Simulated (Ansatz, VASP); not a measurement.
## Ta in VASP and in Ansatz

The input INCAR:

```
SYSTEM = Ta
PREC = Accurate
ENCUT = 600
EDIFF = 1E-6
ISMEAR = 0
SIGMA = 0.15
LREAL = .FALSE.
LASPH = .TRUE.
NELM = 100
ALGO = Fast
ISIF = 3
LWAVE = .FALSE.
LCHARG = .FALSE.
GGA = PS
IBRION = 2
NSW = 100
EDIFFG = -0.01
```

KPOINTS

```
regular mesh
0
G
  14 14 14
  0 0 0
```

Contents of POSCAR:

```
Ta
1.0
   -1.6585262159      1.6368185764      1.6392405458
    1.6505734347     -1.6291300972      1.6235992853
    1.6603614249      1.6309653061     -1.6315520666
Ta
1
Direct
    0.0000000000      0.0000000000      0.0000000000
```

Input for Ansatz:

```yaml
crystal:
  lattice:
    - [-1.6585262159, 1.6368185764, 1.6392405458]
    - [1.6505734347, -1.6291300972, 1.6235992853]
    - [1.6603614249, 1.6309653061, -1.6315520666]
  atoms:
    - { symbol: Ta, position: [0.0, 0.0, 0.0] }
basis:
  ecutwfc: 420
kpoints:
  mp_grid: { grid: [14, 14, 14] }
hamiltonian:
  xc: pbesol
scf:
  occupations: { method: gaussian, width: 0.15 }
output:
  forces: true
  stress: true
  eigenvalues: true
relax:
  adjacent_minimum: "off"
  f_tol: 0.01
  max_steps: 80
  cell: { stress_tol: 0.1 }
```

Change from the starting cell: cell sheared at random, sigma 0.01, atoms nudged by 0.01 Å; relaxed back.

Alike in both runs: task relaxation of cell and atoms; functional PBEsol; k mesh 14 × 14 × 14; occupations gaussian, width 0.15 eV; no spin polarisation.

|  | VASP | Ansatz |
| --- | --- | --- |
| version | VASP 6.6.1 | Ansatz 0.2.0 |
| potentials or method | VASP PAW PBE potentials, release 64 (Ta_pv), cutoff 600 eV | scalar-relativistic, plane waves, PAW |
| valence electrons in the cell | 11 | 13 |

VASP gave:

| Quantity | Value |
| --- | --- |
| gap on the k mesh at the Fermi level, each at its own relaxed structure (eV) | none |
| relaxed volume (Å³/atom) | 17.69 |
| relaxed length of the cell vector where the two differ most in proportion (Å) | 2.845 |

Q: Estimate Ansatz's values.

A: gap on the k mesh at the Fermi level, each at its own relaxed structure (eV): none; relaxed volume (Å³/atom): 17.68; relaxed length of the cell vector where the two differ most in proportion (Å): 2.842.

VASP's potentials were made for PBE, not for PBEsol. A gap of «none» marks a metal or a gap that the smearing closes. VASP's potentials hold 11 valence electrons a cell and Ansatz's 13, so a difference there can come from the potentials and not from the codes.

Neither program's run includes spin-orbit coupling.
